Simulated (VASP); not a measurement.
Runs of VASP 6.6.1 on S. The structure is that of space group P4mm (No. 99), or close to it. The cells are those of the table. 

```csv
task,cell,k mesh,cutoff (eV),gap on the mesh (eV),pressure (GPa),relaxed volume (Å³/atom),largest force (eV/Å)
single point,"a = 4.144, b = 4.144, c = 4.959 Å, 3 atoms",4 × 4 × 4,520,none,-0.2,-,0.08
relaxation of cell and atoms,"relaxed from a = 4.156, b = 4.156, c = 4.711 Å, 3 atoms",12 × 12 × 10,600,none,0.0,(a),-
single point,"a = 4.157, b = 4.157, c = 4.717 Å, 3 atoms",12 × 12 × 10,520,none,-0.2,-,0.06
relaxation of cell and atoms,"relaxed from a = 4.361, b = 4.361, c = 5.350 Å, 3 atoms",4 × 4 × 4,600,none,0.0,27.37,-
```

Alike in all rows: level PBE; potentials or basis VASP PAW PBE potentials, release 64 (S); no spin polarisation; smearing gaussian 0.1 eV.

Estimate the missing entries.

(a) 27.03.

Caveats: some runs use coarse meshes; this functional lacks dispersion, which binds the layers, so the pressure and a relaxed spacing across them are unreliable; the volume moved by over 15 % at a fixed basis, so the end points are rough (some runs).

A gap of «none» marks levels without a gap at the run's occupations.
